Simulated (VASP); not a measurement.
# Ta (Fm-3m) in VASP: a series of runs

Runs on Ta. Level: LDA. Tasks: single point, relaxation of cell and atoms.

Program: VASP 6.6.1. These are calculated values, not measurements. Logs are shortened: lines on timing, memory, paths and dates and some standing lists are left out, and cuts for length are marked.

**1. The cell of the first run**

The structure is cubic, space group Fm-3m (No. 225). The conventional cell has a = 4.026 Å, b = 4.026 Å, c = 4.026 Å, α = 90.00°, β = 90.00°, γ = 90.00°. Within 3.8 Å of Ta (site symmetry m-3m) lie 12 Ta at 2.85 Å.

**2. Single point, LDA**

The input, INCAR:

```
SYSTEM = Ta
ALGO     = Normal         ! electronic algorithm
EDIFF    = 1E-7           ! SCF threshold, eV
ENCUT    = 520            ! plane-wave cutoff, eV
GGA      = CA             ! functional
ISIF     = 2              ! what is computed and relaxed
ISMEAR   = -1             ! smearing method
LASPH    = .True.         ! aspherical terms in the spheres
LCHARG   = .False.        ! write CHGCAR
LREAL    = .False.        ! projectors in reciprocal space
LWAVE    = .False.        ! write WAVECAR
NBANDS   = 12             ! bands
NELM     = 100            ! most SCF steps
PREC     = Accurate       ! precision mode
SIGMA    = 0.08           ! smearing width, eV
```

The input, KPOINTS:

```
k-points
0
Gamma
  17 17 17
  0 0 0
```

The input, POSCAR:

```
Ta
1.0
    0.0000000000      2.0129175000      2.0129175000
    2.0129175000      0.0000000000      2.0129175000
    2.0129175000      2.0129175000      0.0000000000
Ta
1
Direct
    0.0000000000      0.0000000000      0.0000000000
```

Potentials or basis: VASP PAW LDA potentials, release 64 (Ta_pv).

The run is started by

```bash
> cat potpaw_LDA.64/Ta_pv/POTCAR > POTCAR
> mpirun -np 1 vasp_std > vasp.out
```

OUTCAR:

```text
SYSTEM = Ta
   EDIFF = 1E-7
   ENCUT = 520
   GGA = CA
   ISIF = 2
   ISMEAR = -1
   LASPH = .True.
   LREAL = .False.
   NELM = 100
   PREC = Accurate

 ion  position               nearest neighbor table
   1  0.000  0.000  0.000-

  LATTYP: Found a face centered cubic cell.
 ALAT       =     4.0258350000

  Lattice vectors:

 A1 = (   0.0000000000,   2.0129175000,   2.0129175000)
 A2 = (   2.0129175000,   0.0000000000,   2.0129175000)
 A3 = (   2.0129175000,   2.0129175000,   0.0000000000)

Analysis of symmetry for initial positions (statically):
=====================================================================
 Subroutine PRICEL returns:
 Original cell was already a primitive cell.

 Routine SETGRP: Setting up the symmetry group for a
 face centered cubic supercell.

 Subroutine GETGRP returns: Found 48 space group operations
 (whereof 48 operations were pure point group operations)
 out of a pool of 48 trial point group operations.

The static configuration has the point symmetry O_h .

Analysis of symmetry for dynamics (positions and initial velocities):
=====================================================================
 Subroutine PRICEL returns:
 Original cell was already a primitive cell.

 Routine SETGRP: Setting up the symmetry group for a
 face centered cubic supercell.

 Subroutine GETGRP returns: Found 48 space group operations
 (whereof 48 operations were pure point group operations)
 out of a pool of 48 trial point group operations.

The dynamic configuration has the point symmetry O_h .

 Subroutine INISYM returns: Found 48 space group operations
 (whereof 48 operations are pure point group operations),
 and found     1 'primitive' translations

----------------------------------------------------------------------------------------

                                     Primitive cell

  volume of cell :      16.3120

  direct lattice vectors                    reciprocal lattice vectors
     0.000000000  2.012917500  2.012917500    -0.248395674  0.248395674  0.248395674
     2.012917500  0.000000000  2.012917500     0.248395674 -0.248395674  0.248395674
     2.012917500  2.012917500  0.000000000     0.248395674  0.248395674 -0.248395674

  length of vectors
     2.846695228  2.846695228  2.846695228     0.430233929  0.430233929  0.430233929

  position of ions in fractional coordinates (direct lattice)
     0.000000000  0.000000000  0.000000000

  ion indices of the primitive-cell ions
   primitive index   ion index
                 1           1

----------------------------------------------------------------------------------------

 KPOINTS: k-points

Automatic generation of k-mesh.
 Grid dimensions read from file:
 generate k-points for:   17   17   17

 Generating k-lattice:

  Cartesian coordinates                     Fractional coordinates (reciprocal lattice)
    -0.014611510  0.014611510  0.014611510     0.058823529  0.000000000  0.000000000
     0.014611510 -0.014611510  0.014611510     0.000000000  0.058823529  0.000000000
     0.014611510  0.014611510 -0.014611510     0.000000000  0.000000000  0.058823529

  Length of vectors
     0.025307878  0.025307878  0.025307878

  Shift w.r.t. Gamma in fractional coordinates (k-lattice)
     0.000000000  0.000000000  0.000000000

 Subroutine IBZKPT returns following result:
 ===========================================

 Found    165 irreducible k-points:

 Following reciprocal coordinates:
            Coordinates               Weight
  0.000000  0.000000  0.000000      1.000000
  0.058824  0.000000  0.000000      8.000000
  0.117647  0.000000  0.000000      8.000000
  0.176471  0.000000  0.000000      8.000000
  0.235294  0.000000  0.000000      8.000000
  0.294118  0.000000  0.000000      8.000000
[... 16 lines left out ...]
 -0.176471  0.058824  0.000000     24.000000
 -0.117647  0.058824  0.000000     24.000000
 [... further k-points ...]
   k-points           NKPTS =    165   k-points in BZ     NKDIM =    165   number of bands    NBANDS=     12
   number of dos      NEDOS =    301   number of ions     NIONS =      1
   total plane-waves  NPLWV =  13824
   dimension x,y,z NGX =    24 NGY =   24 NGZ =   24
   dimension x,y,z NGXF=    48 NGYF=   48 NGZF=   48
   ions per type =               1
   NGX,Y,Z   is equivalent  to a cutoff of  14.02, 14.02, 14.02 a.u.
   NGXF,Y,Z  is equivalent  to a cutoff of  28.03, 28.03, 28.03 a.u.
 SYSTEM =  Ta
   PREC   = accura    normal or accurate (medium, high low for compatibility)
   ISTART =      0    job   : 0-new  1-cont  2-samecut
   ICHARG =      2    charge: 1-file 2-atom 10-const
   ISPIN  =      1    spin polarized calculation?
   LNONCOLLINEAR =      F non collinear calculations
   LSORBIT =      F    spin-orbit coupling
   LASPH  =      T    aspherical Exc in radial PAW
   ENCUT  =  520.0 eV  38.22 Ry    6.18 a.u.   5.29  5.29  5.29*2*pi/ulx,y,z
   NELM   =    100;   NELMIN=  2; NELMDL= -5     # of ELM steps
   EDIFF  = 0.1E-06   stopping-criterion for ELM
   LREAL  =      F    real-space projection
   EDIFFG = 0.1E-05   stopping-criterion for IOM
   NSW    =      0    number of steps for IOM
   IBRION =     -1    ionic relax: 0-MD 1-quasi-New 2-CG
   NFREE  =      0    steps in history (QN), initial steepest desc. (CG)
   ISIF   =      2    stress and relaxation
   ISYM   =      2    0-nonsym 1-usesym 2-fastsym
   POTIM  = 0.5000    time-step for ionic-motion
   TEBEG  =    0.0;   TEEND  =   0.0 temperature during run
   PSTRESS=    0.0 pullay stress
   NELECT =      11.0000    total number of electrons
   NUPDOWN=      -1.0000    fix difference up-down
   EMIN   =  10.00;   EMAX   =-10.00  energy-range for DOS
   EFERMI =   0.00;   METHOD = LEGACY
   ISMEAR =    -1;   SIGMA  =   0.08  broadening in eV -4-tet -1-fermi 0-gaus
   EFERMI_NEDOS =   21; number of points for ismear=-14 and -15
   IALGO  =     38    algorithm
   IMIX   =      4    mixing-type and parameters
     AMIX     =   0.40;   BMIX     =  1.00
     AMIX_MAG =   1.60;   BMIX_MAG =  1.00
  volume/ion in A,a.u.               =      16.31       110.08
  Fermi-wavevector in a.u.,A,eV,Ry     =   1.435610  2.712909 28.041275  2.060976
  Thomas-Fermi vector in A             =   2.554889
   LORBIT       =      0    0 simple, 1 ext, 2 COOP (PROOUT), +10 PAW based schemes
   GGA     = CA    functional components
   LHFCALC =     F    Hartree Fock is set to
   AEXX    =    0.0000 exact exchange contribution
   IVDW    =     0    specifies the selected vdW correction
   LEPSILON=     F    determine dielectric tensor
   LRPA    =     F    only Hartree local field effects (RPA)
 non-spin polarized calculation
  energy-cutoff  :      520.00
  volume of cell :       16.31
 maximum number of plane-waves:       459
 NGX is ok and might be reduce to    24
   NGX = 11   NGY = 11   NGZ = 11

 number of electron      11.0000001 magnetization

 Free energy of the ion-electron system (eV)
  ---------------------------------------------------
  ext. energy  EPLUGINS =         0.00000000
  ---------------------------------------------------
  free energy    TOTEN  =       -12.45342089 eV

  energy without entropy =      -12.42996929  energy(sigma->0) =      -12.44169509

 E-fermi :   6.6955     XC(G=0): -13.3089

 val. band max:        6.6894218096   @ k =   0.4118   0.2941   0.0588
 cond. band min:       6.6972875738   @ k =   0.4706   0.0000   0.0000
 fundamental gap:      0.0078657643
 Fermi energy:         6.6955298827

 k-point     1 :       0.0000    0.0000    0.0000
  band No.  band energies     occupation
      1     -26.2566      2.00000
      2     -26.2566      2.00000
      3     -26.2566      2.00000
      4      -1.9482      2.00000
      5       6.9853      0.05208
      6       6.9853      0.05208
      7       6.9853      0.05208
      8      10.5718      0.00000
      9      10.5718      0.00000
     10      19.6250      0.00000
     11      20.2454      0.00000
     12      25.1246      0.00000

 k-point     2 :       0.0588    0.0000    0.0000
  band No.  band energies     occupation
      1     -26.3182      2.00000
      2     -26.2640      2.00000
      3     -26.2640      2.00000
      4      -1.7805      2.00000
      5       6.8425      0.27475
      6       7.0651      0.01953
      7       7.0651      0.01953
      8      10.4860      0.00000
      9      10.4860      0.00000
     10      19.9738      0.00000
     11      20.2453      0.00000
     12      24.3408      0.00000

 k-point     3 :       0.1176    0.0000    0.0000
  band No.  band energies     occupation
      1     -26.4919      2.00000
      2     -26.2850      2.00000
      3     -26.2850      2.00000
      4      -1.3018      2.00000
      5       6.4864      1.86356
      6       7.2682      0.00156
      7       7.2682      0.00156
      8      10.2993      0.00000
      9      10.2993      0.00000
     10      20.2448      0.00000
     11      20.8674      0.00000
     12      23.0756      0.00000
[... 286 lines left out ...]
 k-point    23 :      -0.1765    0.0588    0.0000
  band No.  band energies     occupation
      1     -26.8579      2.00000
      2     -26.3857      2.00000
      3     -26.3120      2.00000
      4      -0.1874      2.00000
      5       5.8573      1.99994
      6       7.4953      0.00009
      7       7.6232      0.00002
      8       9.6803      0.00000
      9      10.7994      0.00000
     10      20.2421      0.00000
     11      21.1256      0.00000
     12      23.4956      0.00000

 k-point    24 :      -0.1176    0.0588    0.0000
  band No.  band energies     occupation
      1     -26.5954      2.00000
      2     -26.3408      2.00000
      3     -26.2827      2.00000
      4      -0.9466      2.00000
      5       6.2192      1.99482
      6       7.4192      0.00024
      7       7.4239      0.00022
      8       9.8181      0.00000
      9      10.5856      0.00000
     10      20.2445      0.00000
     11      21.4757      0.00000
     12      22.7758      0.00000

 [... further k-points ...]
[... 5 lines left out ...]
  --------------------------------------------------------------------------------------
  -------------------------------------------------------------------------------------
  Total        2.2464371      2.2464371      2.2464371      0.0000000      0.0000000     -0.0000000
  in kB      220.6464369    220.6464369    220.6464369      0.0000000      0.0000000     -0.0000000
  external PRESSURE =     220.6464369 kB  Pullay stress =       0.0000000 kB

 VOLUME and BASIS-vectors are now :
 -----------------------------------------------------------------------------
  energy-cutoff  :      520.00
  volume of cell :       16.31
      direct lattice vectors                 reciprocal lattice vectors
     0.000000000  2.012917500  2.012917500    -0.248395674  0.248395674  0.248395674
     2.012917500  0.000000000  2.012917500     0.248395674 -0.248395674  0.248395674
     2.012917500  2.012917500  0.000000000     0.248395674  0.248395674 -0.248395674

 POSITION                                       TOTAL-FORCE (eV/Angst)
 -----------------------------------------------------------------------------------
      0.00000      0.00000      0.00000         0.000000      0.000000      0.000000
 -----------------------------------------------------------------------------------
    total drift:                                0.000000      0.000000      0.000000

  FREE ENERGIE OF THE ION-ELECTRON SYSTEM (eV)
  ---------------------------------------------------
  free  energy   TOTEN  =       -12.4534208927 eV

  energy  without entropy=      -12.4299692942  energy(sigma->0) =      -12.44169509
```

Wall time 18 s (1 thread of Intel Xeon Platinum 8488C (Sapphire Rapids), shared host); peak memory 0.15 GiB.

What came out:

```yaml
Free_energy: -12.4534 eV
Pressure: 22.1 GPa
```

Caveat: spin-orbit coupling is left out, which moves the levels of the heavy elements.

**3. Single point, LDA**

The input, INCAR:

```
SYSTEM = Ta
PREC = Accurate
ENCUT = 520
EDIFF = 1E-6
ISMEAR = -1
SIGMA = 0.08
LREAL = .FALSE.
LASPH = .TRUE.
NELM = 100
ALGO = Normal
ISIF = 2
LWAVE = .FALSE.
LCHARG = .FALSE.
NBANDS = 12
```

The input, KPOINTS:

```
regular mesh
0
G
  17 17 17
  0 0 0
```

The input, POSCAR:

```
Ta
1.0
    0.0000000000      2.0120578032      2.0120578032
    2.0120578032      0.0000000000      2.0120578032
    2.0120578032      2.0120578032      0.0000000000
Ta
1
Direct
    0.0000000000      0.0000000000      0.0000000000
```

Potentials or basis: VASP PAW LDA potentials, release 64 (Ta_pv).

The run is started by

```bash
> cat potpaw_LDA.64/Ta_pv/POTCAR > POTCAR
> mpirun -np 1 vasp_std > vasp.out
```

Wall time 16 s (1 thread of Intel Xeon Platinum 8488C (Sapphire Rapids), shared host); peak memory 0.15 GiB.

It converged, with:

```
Free energy : -12.4505 eV
Pressure    : 22.4 GPa
```

Levels at points of the mesh, in eV from the Fermi level:
```tsv
k point	band 2	band 3	band 4	band 5	band 6	band 7	band 8	band 9
(0.00, 0.00, 0.00)	-32.95	-32.95	-8.65	0.29	0.29	0.29	3.88	3.88
```

Caveat: spin-orbit coupling is left out, which moves the levels of the heavy elements.

**4. Relaxation of cell and atoms, LDA, target pressure 21 GPa, at which the enthalpy is minimised**

The input, INCAR:

```
SYSTEM = Ta
PREC     = Accurate       ! precision mode
ENCUT    = 600            ! plane-wave cutoff, eV
EDIFF    = 1E-6           ! SCF threshold, eV
ISMEAR   = -1             ! smearing method
SIGMA    = 0.08           ! smearing width, eV
LREAL    = .FALSE.        ! projectors in reciprocal space
LASPH    = .TRUE.         ! aspherical terms in the spheres
NELM     = 80             ! most SCF steps
ALGO     = Normal         ! electronic algorithm
ISIF     = 3              ! what is computed and relaxed
LWAVE    = .FALSE.        ! write WAVECAR
LCHARG   = .FALSE.        ! write CHGCAR
IBRION   = 2              ! ionic algorithm
NSW      = 60             ! ionic steps
EDIFFG   = -0.005         ! ionic threshold
PSTRESS  = 210.0
```

KPOINTS is that of step 3.

The input, POSCAR:

```
Ta
1.0
    0.0000000000      2.0140091280      2.0140091280
    2.0140091280      0.0000000000      2.0140091280
    2.0140091280      2.0140091280      0.0000000000
Ta
1
Direct
    0.0000000000      0.0000000000      0.0000000000
```

The run is started by

```bash
> cat potpaw_LDA.64/Ta_pv/POTCAR > POTCAR
> mpirun -np 1 vasp_std > vasp.out
```

It took 24 s on 1 thread of Intel Xeon Platinum 8488C (Sapphire Rapids), shared host; peak memory 0.15 GiB.

The run converged. Its results:

| Property | Result |
| --- | --- |
| Free energy | -12.4619 eV |
| Relaxed volume | 16.37 Å³/atom |
| Relaxed cell | a = 2.850 Å, b = 2.850 Å, c = 2.850 Å, α = 60.00°, β = 60.00°, γ = 60.00° |
| Space group after relaxing (to 0.05 Å) | Fm-3m (No. 225) |
| Energy change on relaxing (the enthalpy is what falls) | -4.7 meV/atom |
| Ionic steps | 3 |
| Pressure after relaxing | 21.0 GPa |

The path:
```csv
step,energy change (eV),largest force (eV/Å),pressure (GPa),volume (Å³)
1,0.0000,0.0000,21.65,16.34
2,-0.0199,0.0000,18.89,16.50
3,-0.0047,0.0000,20.99,16.37
```

Final structure:
```xyz
1
Lattice="0.0000 2.0155 2.0155 2.0155 0.0000 2.0155 2.0155 2.0155 0.0000" Properties=species:S:1:pos:R:3 pbc="T T T"
Ta    0.0000    0.0000    0.0000
```

Levels at points of the mesh, in eV from the Fermi level:
| k point | band 1 | band 2 | band 3 | band 4 | band 5 | band 6 | band 7 | band 8 | band 9 |
| --- | --- | --- | --- | --- | --- | --- | --- | --- | --- |
| (0.00, 0.00, 0.00) | -32.97 | -32.97 | -32.97 | -8.63 | 0.29 | 0.29 | 0.29 | 3.86 | 3.86 |

Caveat: the cell is relaxed towards a set pressure, so the enthalpy falls and the energy may rise; spin-orbit coupling is left out, which moves the levels of the heavy elements.

**5. Relaxation of cell and atoms, LDA, target pressure 21 GPa, at which the enthalpy is minimised**

The input, INCAR:

```
SYSTEM = Ta
PREC = Accurate
ENCUT = 600
EDIFF = 1E-7
ISMEAR = -1
SIGMA = 0.08
LREAL = .FALSE.
LASPH = .TRUE.
NELM = 100
ALGO = Normal
ISIF = 3
LWAVE = .FALSE.
LCHARG = .FALSE.
GGA = CA
IBRION = 2
NSW = 32
EDIFFG = -0.005
PSTRESS = 210.0
```

The input, KPOINTS:

```
Automatic mesh
0
G
  17 17 17
  0 0 0
```

The input, POSCAR:

```
Ta
1.0
    0.0000000000      2.0129175000      2.0129175000
    2.0129175000      0.0000000000      2.0129175000
    2.0129175000      2.0129175000      0.0000000000
Ta
1
Direct
    0.0000000000      0.0000000000      0.0000000000
```

The run is started by

```bash
> cat potpaw_LDA.64/Ta_pv/POTCAR > POTCAR
> mpirun -np 1 vasp_std > vasp.out
```

Wall time 28 s (1 thread of Intel Xeon Platinum 8488C (Sapphire Rapids), shared host); peak memory 0.16 GiB.

Results (log left out):

- Free energy: -12.4618 eV
- Relaxed volume: 16.37 Å³/atom
- Relaxed cell: a = 2.850 Å, b = 2.850 Å, c = 2.850 Å, α = 60.00°, β = 60.00°, γ = 60.00°
- Space group after relaxing (to 0.05 Å): Fm-3m (No. 225)
- Energy change on relaxing (the enthalpy is what falls): -8.3 meV/atom
- Ionic steps: 3
- Pressure after relaxing: 21.0 GPa

Step by step:
```
step  energy change (eV)  largest force (eV/Å)  pressure (GPa)  volume (Å³)
   1              0.0000                0.0000           22.08        16.31
   2             -0.0324                0.0000           17.59        16.57
   3             -0.0083                0.0000           21.00        16.37
```

Final structure:
```xyz
1
Lattice="0.0000 2.0155 2.0155 2.0155 0.0000 2.0155 2.0155 2.0155 0.0000" Properties=species:S:1:pos:R:3 pbc="T T T"
Ta    0.0000    0.0000    0.0000
```

Levels at points of the mesh, in eV from the Fermi level:
```csv
k point,band 2,band 3,band 4,band 5,band 6,band 7,band 8,band 9
"(0.00, 0.00, 0.00)",-32.97,-32.97,-8.63,0.29,0.29,0.29,3.86,3.86
```

Caveat: the cell is relaxed towards a set pressure, so the enthalpy falls and the energy may rise; spin-orbit coupling is left out, which moves the levels of the heavy elements.

**6. Summary**

| task | cell | cutoff (eV) | gap on the mesh (eV) | pressure (GPa) |
| --- | --- | --- | --- | --- |
| single point | a = 2.847 Å, angles 60.0°, 1 atom | 520 | none | 22.1 |
| single point | a = 2.845 Å, angles 60.0°, 1 atom | 520 | none | 22.4 |
| relaxation of cell and atoms | relaxed to 21 GPa from a = 2.848 Å, angles 60.0°, 1 atom | 600 | none | 21.0 |
| relaxation of cell and atoms | relaxed to 21 GPa from a = 2.847 Å, angles 60.0°, 1 atom | 600 | none | 21.0 |

Alike in all rows: level LDA; potentials or basis VASP PAW LDA potentials, release 64 (Ta_pv); no spin polarisation; k mesh 17 × 17 × 17; smearing fermi-dirac 0.08 eV.

Caveats: spin-orbit coupling is left out, which moves the levels of the heavy elements; the cell is relaxed towards a set pressure, so the enthalpy falls and the energy may rise (some runs).

Total energies depend on the potentials used, so only differences within one code and one set of settings carry meaning.
